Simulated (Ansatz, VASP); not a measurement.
## NbAs: VASP beside Ansatz

```
Nb As
1.0
     0.00000    2.87236    2.87236
     2.87236    0.00000    2.87236
     2.87236    2.87236    0.00000
Nb As
1 1
Cartesian
  0.0000 0.0000 0.0000
  1.4362 1.4362 1.4362
```

Alike in both runs: functional PBEsol; k mesh 12 × 12 × 12; occupations gaussian, width 0.1 eV; no spin polarisation.

Ansatz relaxed the structure, and its values are those at the end. VASP's run is a single point on that final structure, the one shown.

|  | VASP | Ansatz |
| --- | --- | --- |
| version | VASP 6.6.1 | Ansatz 0.2.0 |
| potentials or method | VASP PAW PBE potentials, release 64 (Nb_sv, As), cutoff 520 eV | scalar-relativistic, plane waves, PAW |
| valence electrons in the cell | 18 | 28 |

|  | VASP | Ansatz | Ansatz less VASP |
| --- | --- | --- | --- |
| gap on the k mesh at the Fermi level (eV) | none | none | - |
| pressure (GPa) | 0.2 | 0.0 | -0.16 |

VASP's potentials were made for PBE, not for PBEsol. A gap of «none» marks a metal or a gap that the smearing closes. The functional is the same, so the differences come from potentials, cutoffs and numerics. VASP's potentials hold 18 valence electrons a cell and Ansatz's 28, so a difference there can come from the potentials and not from the codes.
